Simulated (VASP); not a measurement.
# BAs: single point with LDA

Crystal: BAs.

```
CELL_PARAMETERS angstrom
0.00000 2.38850 2.38850
2.29296 0.00000 2.38850
2.29296 2.38850 0.00000
ATOMIC_POSITIONS crystal
B 0.00000 0.00000 0.00000
As 0.75000 0.75000 0.75000
```

This cell differs from its parent crystal: strain -0.0400 x Voigt [1, 0, 0, 0, 0, 0].

* Program: VASP 6.6.1
* Task: single point
* Functional: LDA
* Potentials or basis: VASP PAW LDA potentials, release 64 (B, As)
* Cutoff: 500 eV
* k mesh: 10 × 10 × 10
* Occupations: fermi-dirac, width 0.2 eV
* Spin: no spin polarisation
* Dipole correction: no
* Further INCAR settings: ALGO = Normal; EDIFF = 1e-06; NBANDS = 11

| Quantity | Value |
| --- | --- |
| Pressure | 2.9 GPa |
| Band gap on the k mesh | 0.47 eV (least direct gap 2.88 eV) |

Stress tensor (GPa, compression positive):
```
8.19 0.00 0.00
0.00 0.21 0.00
0.00 0.00 0.21
```

Levels at points of the mesh, in eV from the valence-band top:
| k point | band 1 | band 2 | band 3 | band 4 | band 5 | band 6 | band 7 | band 8 | band 9 |
| --- | --- | --- | --- | --- | --- | --- | --- | --- | --- |
| (0.00, 0.00, 0.00) | -16.01 | -0.39 | -0.39 | 0.00 | 2.88 | 3.15 | 3.15 | 4.95 | 9.32 |
| (0.50, 0.00, 0.00) | -13.00 | -9.31 | -2.39 | -1.90 | 2.58 | 4.36 | 4.84 | 8.54 | 12.46 |
| (0.50, 0.50, 0.00) | -11.77 | -9.03 | -4.40 | -4.33 | 1.23 | 1.28 | 10.99 | 11.59 | 12.56 |
| (0.00, 0.50, 0.50) | -11.42 | -8.68 | -4.77 | -4.77 | 0.70 | 0.80 | 11.38 | 11.38 | 13.01 |

Wall time 20 s on 1 thread of Intel(R) Xeon(R) Platinum 8488C (Sapphire Rapids) (shared host), peak memory 0.15 GiB.

Caveat: the cell differs from its parent crystal (strain -0.0400 x Voigt [1, 0, 0, 0, 0, 0]). A k mesh can miss the band edges.
